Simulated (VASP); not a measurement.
# Yb2MgSe4 (Fd-3m) in VASP: single point with PBE

Aim: the single point of Yb2MgSe4 with PBE.

Program: VASP 6.6.1. These are calculated values, not measurements. Logs are shortened: lines on timing, memory, paths and dates and some standing lists are left out, and cuts for length are marked.

**1. The cell of the first run**

The structure is cubic, space group Fd-3m (No. 227). The conventional cell has a = 11.552 Å, b = 11.552 Å, c = 11.552 Å, α = 90.00°, β = 90.00°, γ = 90.00°. Yb (site symmetry -3m) has 6 Se at 2.87 Å within 3.8 Å. Within 3.4 Å of Mg (site symmetry -43m) lie 4 Se at 2.54 Å. Within 3.4 Å of Se (site symmetry 3m) lie 1 Mg at 2.54 Å and 3 Yb at 2.87 Å.

**2. Single point, PBE**

INCAR

```
SYSTEM = Yb2MgSe4
ALGO = Normal
EDIFF = 1E-6
ENCUT = 600
GGA = PE
GGA_COMPAT = .FALSE.
ISIF = 2
ISMEAR = -1
LASPH = .TRUE.
LCHARG = .FALSE.
LMAXMIX = 6
LREAL = .FALSE.
LWAVE = .FALSE.
NBANDS = 87
NELM = 200
PREC = Accurate
SIGMA = 0.0235
```

KPOINTS

```
k-points
0
G
  4 4 4
  0 0 0
```

POSCAR

```
Yb2MgSe4
1.0
    0.0000000000      5.7760240000      5.7760240000
    5.7760240000      0.0000000000      5.7760240000
    5.7760240000      5.7760240000      0.0000000000
Yb Mg Se
4 2 8
Direct
    0.6250000000      0.6250000000      0.6250000000
    0.1250000000      0.6250000000      0.6250000000
    0.6250000000      0.6250000000      0.1250000000
    0.6250000000      0.1250000000      0.6250000000
    0.0000000000      0.0000000000      0.0000000000
    0.2500000000      0.2500000000      0.2500000000
    0.3770000000      0.3770000000      0.3770000000
    0.3810000000      0.8730000000      0.8730000000
    0.3770000000      0.3770000000      0.8690000000
    0.8730000000      0.3810000000      0.8730000000
    0.8690000000      0.3770000000      0.3770000000
    0.8730000000      0.8730000000      0.8730000000
    0.3770000000      0.8690000000      0.3770000000
    0.8730000000      0.8730000000      0.3810000000
```

Potentials or basis: VASP PAW PBE potentials, release 64 (Yb, Mg, Se).

The run is started by

```
> cat potpaw_PBE.64/Yb/POTCAR potpaw_PBE.64/Mg/POTCAR potpaw_PBE.64/Se/POTCAR > POTCAR
> mpirun -np 1 vasp_std > vasp.out
```

OUTCAR:

```text
SYSTEM = Yb2MgSe4
   EDIFF = 1E-6
   ENCUT = 600
   GGA = PE
   ISIF = 2
   ISMEAR = -1
   LASPH = .TRUE.
   LREAL = .FALSE.
   NELM = 200
   PREC = Accurate

 ion  position               nearest neighbor table
   1  0.625  0.625  0.625-   9 2.87  14 2.87  10 2.87  11 2.87  13 2.87   8 2.87
   2  0.125  0.625  0.625-   7 2.87  12 2.87  10 2.87   9 2.87  13 2.87  14 2.87
   3  0.625  0.625  0.125-   7 2.87  12 2.87  10 2.87  11 2.87   8 2.87  13 2.87
   4  0.625  0.125  0.625-   7 2.87  12 2.87   9 2.87  11 2.87   8 2.87  14 2.87
   5  0.000  0.000  0.000-  14 2.54  10 2.54   8 2.54  12 2.54
   6  0.250  0.250  0.250-   9 2.54  11 2.54  13 2.54   7 2.54
   7  0.377  0.377  0.377-   6 2.54   3 2.87   4 2.87   2 2.87
   8  0.381  0.873  0.873-   5 2.54   1 2.87   4 2.87   3 2.87
   9  0.377  0.377  0.869-   6 2.54   1 2.87   4 2.87   2 2.87
  10  0.873  0.381  0.873-   5 2.54   1 2.87   3 2.87   2 2.87
  11  0.869  0.377  0.377-   6 2.54   1 2.87   4 2.87   3 2.87
  12  0.873  0.873  0.873-   5 2.54   3 2.87   4 2.87   2 2.87
  13  0.377  0.869  0.377-   6 2.54   1 2.87   3 2.87   2 2.87
  14  0.873  0.873  0.381-   5 2.54   1 2.87   4 2.87   2 2.87

  LATTYP: Found a face centered cubic cell.
 ALAT       =    11.5520480000

  Lattice vectors:

 A1 = (   0.0000000000,   5.7760240000,   5.7760240000)
 A2 = (   5.7760240000,   0.0000000000,   5.7760240000)
 A3 = (   5.7760240000,   5.7760240000,   0.0000000000)

Analysis of symmetry for initial positions (statically):
=====================================================================
 Subroutine PRICEL returns:
 Original cell was already a primitive cell.

 Routine SETGRP: Setting up the symmetry group for a
 face centered cubic supercell.

 Subroutine GETGRP returns: Found 48 space group operations
 (whereof 24 operations were pure point group operations)
 out of a pool of 48 trial point group operations.

The static configuration has the point symmetry T_d .
 The point group associated with its full space group is O_h .

Analysis of symmetry for dynamics (positions and initial velocities):
=====================================================================
 Subroutine PRICEL returns:
 Original cell was already a primitive cell.

 Routine SETGRP: Setting up the symmetry group for a
 face centered cubic supercell.

 Subroutine GETGRP returns: Found 48 space group operations
 (whereof 24 operations were pure point group operations)
 out of a pool of 48 trial point group operations.

The dynamic configuration has the point symmetry T_d .
 The point group associated with its full space group is O_h .
[... 122 lines left out ...]
   EFERMI_NEDOS =   21; number of points for ismear=-14 and -15
   IALGO  =     38    algorithm
   IMIX   =      4    mixing-type and parameters
     AMIX     =   0.40;   BMIX     =  1.00
     AMIX_MAG =   1.60;   BMIX_MAG =  1.00
  volume/ion in A,a.u.               =      27.53       185.77
  Fermi-wavevector in a.u.,A,eV,Ry     =   1.189935  2.248650 19.265092  1.415944
  Thomas-Fermi vector in A             =   2.326031
   LORBIT       =      0    0 simple, 1 ext, 2 COOP (PROOUT), +10 PAW based schemes
   GGA     = PE    functional components
   LHFCALC =     F    Hartree Fock is set to
   AEXX    =    0.0000 exact exchange contribution
   IVDW    =     0    specifies the selected vdW correction
   LEPSILON=     F    determine dielectric tensor
   LRPA    =     F    only Hartree local field effects (RPA)
 non-spin polarized calculation
  energy-cutoff  :      600.00
  volume of cell :      385.40
 maximum number of plane-waves:     12939
 NGX is ok and might be reduce to    70
   NGX = 33   NGY = 33   NGZ = 33

 number of electron     148.0000038 magnetization

 Free energy of the ion-electron system (eV)
  ---------------------------------------------------
  ext. energy  EPLUGINS =         0.00000000
  ---------------------------------------------------
  free energy    TOTEN  =       -65.07686163 eV

  energy without entropy =      -65.02951955  energy(sigma->0) =      -65.05319059

 E-fermi :   1.2430     XC(G=0):  -9.0405

 val. band max:        1.2423133359   @ k =   0.2500   0.0000   0.0000
 cond. band min:       1.2601627082   @ k =   0.5000   0.2500   0.0000
 fundamental gap:      0.0178493723
 Fermi energy:         1.2429880562

 k-point     1 :       0.0000    0.0000    0.0000
  band No.  band energies     occupation
      1     -49.8051      2.00000
      2     -49.8023      2.00000
      3     -49.8023      2.00000
      4     -49.8023      2.00000
      5     -22.1152      2.00000
      6     -22.0484      2.00000
[... 701 lines left out ...]
     85       6.2446      0.00000
     86       6.2447      0.00000
 [bands above 86 left out]

------------------------ aborting loop because EDIFF is reached ----------------------------------------

  FORCE on cell =-STRESS in cart. coord.  units (eV):
  Direction    XX          YY          ZZ          XY          YZ          ZX
  --------------------------------------------------------------------------------------
  -------------------------------------------------------------------------------------
  Total        0.6465530      0.6465530      0.6465530     -0.0000000     -0.0000000      0.0000000
  in kB        2.6878049      2.6878049      2.6878049     -0.0000000     -0.0000000      0.0000000
  external PRESSURE =       2.6878049 kB  Pullay stress =       0.0000000 kB

 VOLUME and BASIS-vectors are now :
 -----------------------------------------------------------------------------
  energy-cutoff  :      600.00
  volume of cell :      385.40
      direct lattice vectors                 reciprocal lattice vectors
     0.000000000  5.776024000  5.776024000    -0.086564737  0.086564737  0.086564737
     5.776024000  0.000000000  5.776024000     0.086564737 -0.086564737  0.086564737
     5.776024000  5.776024000  0.000000000     0.086564737  0.086564737 -0.086564737

 POSITION                                       TOTAL-FORCE (eV/Angst)
 -----------------------------------------------------------------------------------
      7.22003      7.22003      7.22003        -0.000000     -0.000000     -0.000000
      7.22003      4.33202      4.33202        -0.000000     -0.000000     -0.000000
      4.33202      4.33202      7.22003        -0.000000     -0.000000     -0.000000
      4.33202      7.22003      4.33202        -0.000000     -0.000000     -0.000000
      0.00000      0.00000      0.00000        -0.000000     -0.000000     -0.000000
      2.88801      2.88801      2.88801        -0.000000     -0.000000     -0.000000
      4.35512      4.35512      4.35512         0.253233      0.253233      0.253233
     10.08494      7.24313      7.24313        -0.253233      0.253233      0.253233
      7.19693      7.19693      4.35512        -0.253233     -0.253233      0.253233
      7.24313     10.08494      7.24313         0.253233     -0.253233      0.253233
      4.35512      7.19693      7.19693         0.253233     -0.253233     -0.253233
     10.08494     10.08494     10.08494        -0.253233     -0.253233     -0.253233
      7.19693      4.35512      7.19693        -0.253233      0.253233     -0.253233
      7.24313      7.24313     10.08494         0.253233      0.253233     -0.253233
 -----------------------------------------------------------------------------------
    total drift:                               -0.000000     -0.000000      0.000000

  FREE ENERGIE OF THE ION-ELECTRON SYSTEM (eV)
  ---------------------------------------------------
  free  energy   TOTEN  =       -65.0768616271 eV

  energy  without entropy=      -65.0295195547  energy(sigma->0) =      -65.05319059
```

OSZICAR:

```text
N       E                     dE             d eps       ncg     rms          rms(c)
DAV:   1     0.284558739066E+04    0.28456E+04   -0.38887E+04  2180   0.106E+04
DAV:   2     0.892442172061E+03   -0.19531E+04   -0.18515E+04  2344   0.266E+03
DAV:   3     0.161363868683E+03   -0.73108E+03   -0.69828E+03  1951   0.594E+02
[... 51 lines left out ...]
DAV:  55    -0.650768934298E+02    0.10695E-04   -0.57611E-06  1267   0.105E-01    0.128E+00
DAV:  56    -0.650768684387E+02    0.24991E-04   -0.28078E-05  1784   0.203E-01    0.141E+00
DAV:  57    -0.650768623874E+02    0.60513E-05   -0.11135E-05  1504   0.789E-02    0.145E+00
DAV:  58    -0.650768619797E+02    0.40761E-06   -0.21936E-05  1784   0.287E-02    0.148E+00
DAV:  59    -0.650768616271E+02    0.35264E-06   -0.31983E-06  1027   0.158E-02
   1 F= -.65076862E+02 E0= -.65053191E+02  d E =-.473421E-01
```

stdout:

```text
POSCAR found type information on POSCAR YbMgSe
 POSCAR found :  3 types and      14 ions
 scaLAPACK will be used
 LDA part: xc-table for (Slater+PW92), standard interpolation
 POSCAR, INCAR and KPOINTS ok, starting setup
 FFT: planning ... GRIDC
 FFT: planning ... GRID_SOFT
 FFT: planning ... GRID
 WAVECAR not read
 entering main loop
```

It took 61 min on 1 thread of Intel Xeon Platinum 8259CL at 2.50GHz (Skylake/Cascade Lake), shared host; peak memory 0.91 GiB.

What came out:

```yaml
Free_energy: -65.0769 eV
Pressure: 0.3 GPa
Largest_force: 0.439 eV/Å
Band_gap_on_the_k_mesh: zero (bands 74 and 75 overlap by 0.47 eV)
```

Forces in eV/Å, atoms in the order of the input:
```
Yb   0.000  0.000  0.000
Yb   0.000  0.000  0.000
Yb   0.000  0.000  0.000
Yb   0.000  0.000  0.000
Mg   0.000  0.000  0.000
Mg   0.000  0.000  0.000
Se   0.253  0.253  0.253
Se  -0.253  0.253  0.253
Se  -0.253 -0.253  0.253
Se   0.253 -0.253  0.253
Se   0.253 -0.253 -0.253
Se  -0.253 -0.253 -0.253
Se  -0.253  0.253 -0.253
Se   0.253  0.253 -0.253
```

Caveat: spin-orbit coupling is left out, which moves the levels of the heavy elements. With open d or f shells a metallic result of PBE can be an artefact of self-interaction; +U or a hybrid may open a gap.
